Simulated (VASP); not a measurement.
# InP in VASP: a series of runs, part 2 of 3

VASP 6.6.1.

## Step 3: Electric field gradients, PBEsol (equal xy, yz and zx shear strains of +2 %)

Contents of INCAR:

```
ALGO = Normal ; EDIFF = 1E-8
ENCUT = 520 ; GGA = PS
ISIF = 2 ; ISMEAR = -1
LASPH = T ; LCHARG = F
LEFG = T ; LREAL = F
LWAVE = F ; NBANDS = 16
NELM = 100 ; PREC = Accurate
SIGMA = 0.03
```

Contents of KPOINTS:

```
k-points
0
Gamma
  11 11 11
```

Contents of POSCAR:

```
InP
1.0
    0.0571000000      2.8835500000      2.8835500000
    2.8835500000      0.0571000000      2.8835500000
    2.8835500000      2.8835500000      0.0571000000
In P
1 1
Direct
    0.0000000000      0.0000000000      0.0000000000
    0.5000000000      0.5000000000      0.5000000000
```

Potentials or basis: VASP PAW PBE potentials, release 64 (In_d, P).

On the command line:

```
cat potpaw_PBE.64/In_d/POTCAR potpaw_PBE.64/P/POTCAR > POTCAR
mpirun -np 1 vasp_std > vasp.out
```

OUTCAR:

```text
EDIFF = 1E-8
   ENCUT = 520
   GGA = PS
   ISIF = 2
   ISMEAR = -1
   LASPH = T
   LREAL = F
   NELM = 100
   PREC = Accurate

 ion  position               nearest neighbor table
   1  0.000  0.000  0.000-   2 2.86   2 2.86   2 2.86   2 2.86   2 2.86   2 2.86
   2  0.500  0.500  0.500-   1 2.86   1 2.86   1 2.86   1 2.86   1 2.86   1 2.86

  LATTYP: Found a trigonal (rhomboedric) cell.
 ALAT       =     4.0783552586
 COS(alpha) =     0.5197000882

  Lattice vectors:

 A1 = (   0.0571000000,   2.8835500000,   2.8835500000)
 A2 = (   2.8835500000,   0.0571000000,   2.8835500000)
 A3 = (   2.8835500000,   2.8835500000,   0.0571000000)

Analysis of symmetry for initial positions (statically):
=====================================================================
 Subroutine PRICEL returns:
 Original cell was already a primitive cell.

 Routine SETGRP: Setting up the symmetry group for a
 trigonal (rhombohedral) supercell.

 Subroutine GETGRP returns: Found 12 space group operations
 (whereof 12 operations were pure point group operations)
 out of a pool of 12 trial point group operations.

The static configuration has the point symmetry D_3d.

Analysis of symmetry for dynamics (positions and initial velocities):
=====================================================================
 Subroutine PRICEL returns:
 Original cell was already a primitive cell.

 Routine SETGRP: Setting up the symmetry group for a
 trigonal (rhombohedral) supercell.

 Subroutine GETGRP returns: Found 12 space group operations
 (whereof 12 operations were pure point group operations)
 out of a pool of 12 trial point group operations.

The dynamic configuration has the point symmetry D_3d.

 Subroutine INISYM returns: Found 12 space group operations
 (whereof 12 operations are pure point group operations),
 and found     1 'primitive' translations

----------------------------------------------------------------------------------------

                                     Primitive cell

  volume of cell :      46.5285

  direct lattice vectors                    reciprocal lattice vectors
     0.057100000  2.883550000  2.883550000    -0.178634669  0.175166035  0.175166035
     2.883550000  0.057100000  2.883550000     0.175166035 -0.178634669  0.175166035
     2.883550000  2.883550000  0.057100000     0.175166035  0.175166035 -0.178634669

  length of vectors
     4.078355259  4.078355259  4.078355259     0.305412221  0.305412221  0.305412221

  position of ions in fractional coordinates (direct lattice)
     0.000000000  0.000000000  0.000000000
     0.500000000  0.500000000  0.500000000

  ion indices of the primitive-cell ions
   primitive index   ion index
                 1           1
                 2           2

----------------------------------------------------------------------------------------

 KPOINTS: k-points

Automatic generation of k-mesh.
 Grid dimensions read from file:
 generate k-points for:   11   11   11
[... 65 lines left out ...]
   LREAL  =      F    real-space projection
   EDIFFG = 0.1E-06   stopping-criterion for IOM
   NSW    =      0    number of steps for IOM
   IBRION =     -1    ionic relax: 0-MD 1-quasi-New 2-CG
   NFREE  =      0    steps in history (QN), initial steepest desc. (CG)
   ISIF   =      2    stress and relaxation
   ISYM   =      2    0-nonsym 1-usesym 2-fastsym
   POTIM  = 0.5000    time-step for ionic-motion
   TEBEG  =    0.0;   TEEND  =   0.0 temperature during run
   PSTRESS=    0.0 pullay stress
   NELECT =      18.0000    total number of electrons
   NUPDOWN=      -1.0000    fix difference up-down
   EMIN   =  10.00;   EMAX   =-10.00  energy-range for DOS
   EFERMI =   0.00;   METHOD = LEGACY
   ISMEAR =    -1;   SIGMA  =   0.03  broadening in eV -4-tet -1-fermi 0-gaus
   EFERMI_NEDOS =   21; number of points for ismear=-14 and -15
   IALGO  =     38    algorithm
   IMIX   =      4    mixing-type and parameters
     AMIX     =   0.40;   BMIX     =  1.00
     AMIX_MAG =   1.60;   BMIX_MAG =  1.00
  volume/ion in A,a.u.               =      23.26       156.99
  Fermi-wavevector in a.u.,A,eV,Ry     =   1.192869  2.254195 19.360221  1.422936
  Thomas-Fermi vector in A             =   2.328897
   LORBIT       =      0    0 simple, 1 ext, 2 COOP (PROOUT), +10 PAW based schemes
   GGA     = PS    functional components
   LHFCALC =     F    Hartree Fock is set to
   AEXX    =    0.0000 exact exchange contribution
   IVDW    =     0    specifies the selected vdW correction
   LEPSILON=     F    determine dielectric tensor
   LRPA    =     F    only Hartree local field effects (RPA)
 non-spin polarized calculation
  energy-cutoff  :      520.00
  volume of cell :       46.53
 maximum number of plane-waves:      1276
   NGX = 15   NGY = 15   NGZ = 15

 number of electron      17.9999994 magnetization

 Free energy of the ion-electron system (eV)
  ---------------------------------------------------
  ext. energy  EPLUGINS =         0.00000000
  ---------------------------------------------------
  free energy    TOTEN  =        -8.62577608 eV

  energy without entropy =       -8.62325035  energy(sigma->0) =       -8.62451322

 E-fermi :   5.8342     XC(G=0): -10.1393

 val. band max:        5.8325814695   @ k =  -0.4545   0.0909   0.0909
 cond. band min:       5.8386594615   @ k =   0.2727  -0.0000  -0.0000
 fundamental gap:      0.0060779920
 Fermi energy:         5.8342030968

 k-point     1 :       0.0000    0.0000    0.0000
  band No.  band energies     occupation
      1      -8.1804      2.00000
      2      -8.1804      2.00000
      3      -8.1626      2.00000
      4      -8.1596      2.00000
      5      -8.1596      2.00000
      6      -5.5304      2.00000
[... 433 lines left out ...]
      3      -8.1609      2.00000
      4      -8.1346      2.00000
      5      -8.1232      2.00000
      6      -4.5567      2.00000
[... 8 lines left out ...]
     15      15.3877      0.00000
     16      16.7717      0.00000

 [... further k-points ...]
[... 5 lines left out ...]
  --------------------------------------------------------------------------------------
  -------------------------------------------------------------------------------------
  Total       -2.3800735     -2.3800735     -2.3800735     -0.1738549     -0.1738549     -0.1738549
  in kB      -81.9562449    -81.9562449    -81.9562449     -5.9865786     -5.9865786     -5.9865786
  external PRESSURE =     -81.9562449 kB  Pullay stress =       0.0000000 kB

 VOLUME and BASIS-vectors are now :
 -----------------------------------------------------------------------------
  energy-cutoff  :      520.00
  volume of cell :       46.53
      direct lattice vectors                 reciprocal lattice vectors
     0.057100000  2.883550000  2.883550000    -0.178634669  0.175166035  0.175166035
     2.883550000  0.057100000  2.883550000     0.175166035 -0.178634669  0.175166035
     2.883550000  2.883550000  0.057100000     0.175166035  0.175166035 -0.178634669

 POSITION                                       TOTAL-FORCE (eV/Angst)
 -----------------------------------------------------------------------------------
      0.00000      0.00000      0.00000         0.000000      0.000000     -0.000000
      2.91210      2.91210      2.91210         0.000000      0.000000      0.000000
 -----------------------------------------------------------------------------------
    total drift:                               -0.000000      0.000000      0.000000

  FREE ENERGIE OF THE ION-ELECTRON SYSTEM (eV)
  ---------------------------------------------------
  free  energy   TOTEN  =        -8.6257760847 eV

  energy  without entropy=       -8.6232503546  energy(sigma->0) =       -8.62451322

 Electric field gradients (V/A^2)
---------------------------------------------------------------------
 ion       V_xx      V_yy      V_zz      V_xy      V_xz      V_yz
---------------------------------------------------------------------
   1      -0.000     0.000    -0.000    -3.687    -3.687    -3.687
   2      -0.000     0.000    -0.000     0.332     0.332     0.332
---------------------------------------------------------------------

 Electric field gradients after diagonalization (V/A^2)
 (convention: |V_zz| > |V_xx| > |V_yy|)
----------------------------------------------------------------------
 ion       V_xx      V_yy      V_zz     asymmetry (V_yy - V_xx)/ V_zz
----------------------------------------------------------------------
   1       3.687     3.687    -7.373       0.000
   2      -0.332    -0.332     0.663       0.000
----------------------------------------------------------------------

           NMR quadrupolar parameters

 Cq : quadrupolar parameter    Cq=e*Q*V_zz/h
 eta: asymmetry parameters     (V_yy - V_xx)/ V_zz
 Q  : nuclear electric quadrupole moment in mb (millibarn)
----------------------------------------------------------------------
 ion       Cq(MHz)       eta       Q (mb)
----------------------------------------------------------------------
   1      -0.018       0.000       1.000
   2       0.002       0.000       1.000
----------------------------------------------------------------------
```

OSZICAR:

```text
N       E                     dE             d eps       ncg     rms          rms(c)
DAV:   1     0.107520875486E+03    0.10752E+03   -0.83630E+03  4720   0.128E+03
DAV:   2    -0.206279641137E+01   -0.10958E+03   -0.10497E+03  5216   0.304E+02
DAV:   3    -0.871214672501E+01   -0.66494E+01   -0.65570E+01  6072   0.706E+01
DAV:   4    -0.887654092752E+01   -0.16439E+00   -0.16432E+00  6016   0.116E+01
DAV:   5    -0.888403880900E+01   -0.74979E-02   -0.74977E-02  6816   0.215E+00    0.386E+00
DAV:   6    -0.863567747646E+01    0.24836E+00   -0.47680E-01  7048   0.110E+01    0.215E+00
DAV:   7    -0.862784555411E+01    0.78319E-02   -0.49415E-02  6320   0.185E+00    0.930E-01
DAV:   8    -0.862578202709E+01    0.20635E-02   -0.36770E-03  5736   0.640E-01    0.961E-02
DAV:   9    -0.862576408873E+01    0.17938E-04   -0.22025E-04  7264   0.181E-01    0.632E-02
DAV:  10    -0.862577386993E+01   -0.97812E-05   -0.20969E-05  5440   0.340E-02    0.193E-02
DAV:  11    -0.862577614733E+01   -0.22774E-05   -0.27333E-06  6216   0.140E-02    0.188E-03
DAV:  12    -0.862577612553E+01    0.21808E-07   -0.21740E-07  6000   0.596E-03    0.141E-03
DAV:  13    -0.862577610802E+01    0.17509E-07   -0.12337E-08  4704   0.144E-03    0.904E-04
DAV:  14    -0.862577608347E+01    0.24550E-07   -0.72477E-09  3648   0.887E-04    0.928E-05
DAV:  15    -0.862577608472E+01   -0.12556E-08   -0.10299E-09  3088   0.306E-04
   1 F= -.86257761E+01 E0= -.86245132E+01  d E =-.252573E-02
```

stdout:

```text
POSCAR found type information on POSCAR InP
 POSCAR found :  2 types and       2 ions
 scaLAPACK will be used
 -----------------------------------------------------------------------------
|                                                                             |
|                                                                             |
|     You enforced a specific xc type in the INCAR file but a different       |
|     I HOPE YOU KNOW WHAT YOU ARE DOING!                                     |
|                                                                             |
 -----------------------------------------------------------------------------

 LDA part: xc-table for (Slater+PW92), standard interpolation
 POSCAR, INCAR and KPOINTS ok, starting setup
 FFT: planning ... GRIDC
 FFT: planning ... GRID_SOFT
 FFT: planning ... GRID
 WAVECAR not read
 entering main loop
ion   1

ion   2
```

Run time: 2.6 min. Hardware: 1 thread of Intel Xeon 8259CL, shared host; peak memory 0.25 GiB.

Results:

| Property | Result |
| --- | --- |
| Free energy | -8.6258 eV |
| Pressure | -8.2 GPa |
| Band gap on the k mesh | zero (band 9 reaches 6.21 eV, above the bottom of band 10 at 3.95 eV) |

Stress tensor (GPa, compression positive):
```
-8.20 -0.60 -0.60
-0.60 -8.20 -0.60
-0.60 -0.60 -8.20
```

Electric field gradients, principal values (V/Å²):
```tsv
atom	least	middle	greatest (by size)
1 In	3.687	3.687	-7.373
2 P	-0.332	-0.332	0.663
```

Caveat: the cell differs from its parent crystal (equal xy, yz and zx shear strains of +2 %); without QUAD_EFG the Cq values of the log hold for a quadrupole moment of 1 mb, not for the nuclei; the PAW data sets were made with another functional, which shifts forces and pressure a little; spin-orbit coupling is left out, which moves the levels of the heavy elements.

[end of part 2 of 3]
